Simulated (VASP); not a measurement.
Write the native input for VASP 6.6.1 that does the following.

| Quantity | Value |
| --- | --- |
| Task | single point |
| Functional | r2SCAN |
| Potentials or basis | VASP PAW PBE potentials, release 64 (V_sv) |
| Cutoff | 520 eV |
| k mesh | 18 × 18 × 5 |
| Occupations | fermi-dirac, width 0.05 eV |
| Spin | collinear spin, ferromagnetic start |
| Starting moments | [1.0, 1.0, 1.0, 1.0] μB |
| Dipole correction | no |
| Further INCAR settings | ALGO = Normal; EDIFF = 1e-07; NBANDS = 38 |

The system is V.

```xyz
4
Lattice="2.6274 0.0000 0.0000 -1.3137 2.2754 0.0000 0.0000 0.0000 9.1433" Properties=species:S:1:pos:R:3 pbc="T T T"
V     0.0000    0.0000    9.1433
V     0.0000    0.0000    4.5717
V     0.0000    1.5169    2.2858
V     1.3137    0.7585    6.8575
```

This isn't the form of V at room conditions, which is bcc.

The input as run:

POSCAR

```
V
1.0
    2.6273793560      0.0000000000      0.0000000000
   -1.3136896780      2.2753772676      0.0000000000
    0.0000000000      0.0000000000      9.1433215110
V
4
Direct
    0.0000000000      0.0000000000      1.0000000000
    0.0000000000      0.0000000000      0.5000000000
    0.3333333333      0.6666666667      0.2500000000
    0.6666666667      0.3333333333      0.7500000000
```

INCAR.step1

```
SYSTEM = V
PREC     = Accurate       ! precision mode
ENCUT    = 520            ! plane-wave cutoff, eV
ISMEAR   = -1             ! smearing method
SIGMA    = 0.05           ! smearing width, eV
LREAL    = .False.        ! projectors in reciprocal space
LASPH    = .True.         ! aspherical terms in the spheres
NELM     = 150            ! most SCF steps
ISPIN    = 2              ! spin polarisation
MAGMOM   = 1 1 1 1        ! initial moments
LMAXMIX  = 4              ! l up to which the mixer works
NBANDS   = 38             ! bands
GGA      = PE             ! functional
ALGO     = Normal         ! electronic algorithm
EDIFF    = 1E-4           ! SCF threshold, eV
LWAVE    = .True.         ! write WAVECAR
LCHARG   = .False.        ! write CHGCAR
```

INCAR.step2

```
SYSTEM = V
PREC     = Accurate       ! precision mode
ENCUT    = 520            ! plane-wave cutoff, eV
EDIFF    = 1E-7           ! SCF threshold, eV
ISMEAR   = -1             ! smearing method
SIGMA    = 0.05           ! smearing width, eV
LREAL    = .False.        ! projectors in reciprocal space
LASPH    = .True.         ! aspherical terms in the spheres
NELM     = 150            ! most SCF steps
ALGO     = Normal         ! electronic algorithm
ISIF     = 2              ! what is computed and relaxed
LWAVE    = .False.        ! write WAVECAR
LCHARG   = .True.         ! write CHGCAR
ISPIN    = 2              ! spin polarisation
MAGMOM   = 1 1 1 1        ! initial moments
LORBIT   = 11             ! projections on sites
LMAXMIX  = 4              ! l up to which the mixer works
METAGGA  = R2SCAN         ! meta-GGA
LMIXTAU  = .True.       
LELF     = .True.         ! ELF
LVHAR    = .True.       
NBANDS   = 38             ! bands
ISTART   = 1
```

KPOINTS

```
regular mesh
0
Gamma
  18 18 5
  0 0 0
```

Potentials or basis: VASP PAW PBE potentials, release 64 (V_sv).

Command:

```console
$ cat potpaw_PBE.64/V_sv/POTCAR > POTCAR
$ cp INCAR.step1 INCAR
$ mpirun -np 1 vasp_std > vasp.out
$ cp INCAR.step2 INCAR
$ mpirun -np 1 vasp_std > vasp.out
```

Results of the run:

| Item | Value |
| --- | --- |
| Pressure | 0.6 GPa |
| Band gap on the k mesh | zero (filled and empty bands overlap) |
| Net moment | 0.00 μB per cell |
| Valence electrons inside the program's atomic spheres | V 11.60 |

Caveat: the PAW data sets were made with another functional, which shifts forces and pressure a little.

Run time: 24 min on 1 thread of Oxide Virtual Turin-like Processor, with other jobs on the host, peak memory 0.38 GiB.
